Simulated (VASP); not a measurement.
Input of a VASP 6.6.1 run:

INCAR

```
PREC = Accurate
ENCUT = 520
EDIFF = 1E-6
ISMEAR = 0
SIGMA = 0.1
LREAL = False
LASPH = True
NELM = 100
ALGO = Normal
ISIF = 2
LWAVE = False
LCHARG = False
GGA = PE
NBANDS = 24
```

The input KPOINTS:

```
Automatic mesh
0
Gamma
  6 6 4
```

Contents of POSCAR:

```
Y2MgC2
1.0
    4.2212118461      0.0000000000      0.0000000000
   -2.1106059230      3.6556766935      0.0000000000
    0.0000000000      0.0000000000      5.3377998386
Y Mg C
2 1 2
Direct
    0.3333333333      0.6666666667      0.2796566780
    0.6666666667      0.3333333333      0.7203433220
    0.0000000000      0.0000000000      0.0000000000
    0.3333333333      0.6666666667      0.7786298582
    0.6666666667      0.3333333333      0.2213701418
```

Potentials or basis: VASP PAW PBE potentials, release 64 (Y_sv, Mg, C).

Run with:

```bash
$ cat potpaw_PBE.64/Y_sv/POTCAR potpaw_PBE.64/Mg/POTCAR potpaw_PBE.64/C/POTCAR > POTCAR
$ mpirun -np 1 vasp_std > vasp.out
```

What does it give for the band gap on the k mesh?

Zero (band 16 reaches 4.78 eV, above the bottom of band 17 at 3.94 eV).

What does it give for the largest force?

0.017 eV/Å.

Predict the pressure.

0.0 GPa.

Stress tensor (GPa, compression positive):
```
 0.17  0.00  0.00
 0.00  0.17  0.00
 0.00  0.00 -0.23
```
